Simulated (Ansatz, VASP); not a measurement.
Two plane-wave programs on GaP

```
Ga P
1.0
     0.00000    2.72525    2.72525
     2.96371    0.00000    2.72525
     2.96371    2.72525    0.00000
Ga P
1 1
Direct
  0.00000 0.00000 0.00000
  0.75000 0.75000 0.75000
```

Change from the starting cell: strain +0.0875 x Voigt [1, 0, 0, 0, 0, 0], atoms carried along.

Alike in both runs: task single point; functional r2SCAN; k mesh 8 × 8 × 8; occupations gaussian, width 0.05 eV; no spin polarisation.

|  | VASP | Ansatz |
| --- | --- | --- |
| version | VASP 6.6.1 | Ansatz 0.2.0 |
| potentials or method | VASP PAW PBE potentials, release 64 (Ga_d, P), cutoff 520 eV | scalar-relativistic, plane waves, PAW |
| valence electrons in the cell | 18 | 18 |

Ansatz gave:

| Property | Result |
| --- | --- |
| gap on the k mesh at the Fermi level (eV) | 1.39 |
| least direct gap on the mesh (eV) | 1.39 |
| pressure (GPa) | -6.1 |
| traceless stress, the component that is largest in VASP (GPa) | -5.01 |

Estimate VASP's values.

gap on the k mesh at the Fermi level (eV): 1.37; least direct gap on the mesh (eV): 1.37; pressure (GPa): -6.2; traceless stress, the component that is largest in VASP (GPa): -5.03.

VASP's potentials were made for PBE, not for r2SCAN. The functional is the same, so the differences come from potentials, cutoffs and numerics.
